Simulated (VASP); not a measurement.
**Ru: single point with r2SCAN+rVV10**

The system is Ru.

```xyz
2
Lattice="2.7237 0.0000 0.0000 -1.3619 2.3588 0.0000 0.0000 0.0000 4.3103" Properties=species:S:1:pos:R:3 pbc="T T T"
Ru    1.3619    0.7863    3.2327
Ru    0.0000    1.5725    1.0776
```

| Property | Result |
| --- | --- |
| Program | VASP 6.6.1 |
| Task | single point |
| Functional | r2SCAN |
| Dispersion | rVV10 |
| Potentials or basis | VASP PAW PBE potentials, release 64 (Ru_sv) |
| Cutoff | 620 eV |
| k mesh | 11 × 11 × 6 |
| Occupations | fermi-dirac, width 0.05 eV |
| Spin | no spin polarisation |
| Dipole correction | no |
| Further INCAR settings | ALGO = Normal; EDIFF = 1e-06; NBANDS = 23 |

| Property | Result |
| --- | --- |
| Pressure | -10.3 GPa |
| Band gap on the k mesh | zero (bands 16 and 17 overlap by 3.11 eV) |

Stress tensor (GPa, compression positive):
```
 -9.89   0.00   0.00
  0.00  -9.89   0.00
  0.00   0.00 -11.24
```

Levels at points of the mesh, in eV from the Fermi level:
| k point | band 13 | band 14 | band 15 | band 16 | band 17 | band 18 | band 19 | band 20 |
| --- | --- | --- | --- | --- | --- | --- | --- | --- |
| (0.00, 0.00, 0.00) | -2.37 | -1.87 | -1.87 | -1.35 | -1.35 | 1.27 | 1.27 | 1.37 |
| (0.00, 0.00, 0.50) | -2.72 | -2.72 | -2.70 | -2.70 | 0.61 | 0.61 | 0.61 | 0.61 |

Run time: 86 s on 1 thread of Intel(R) Xeon(R) Platinum 8488C (Sapphire Rapids) (shared host), peak memory 0.28 GiB.

Caveat: the cell stands under tension; the PAW data sets were made with another functional, which shifts forces and pressure a little.
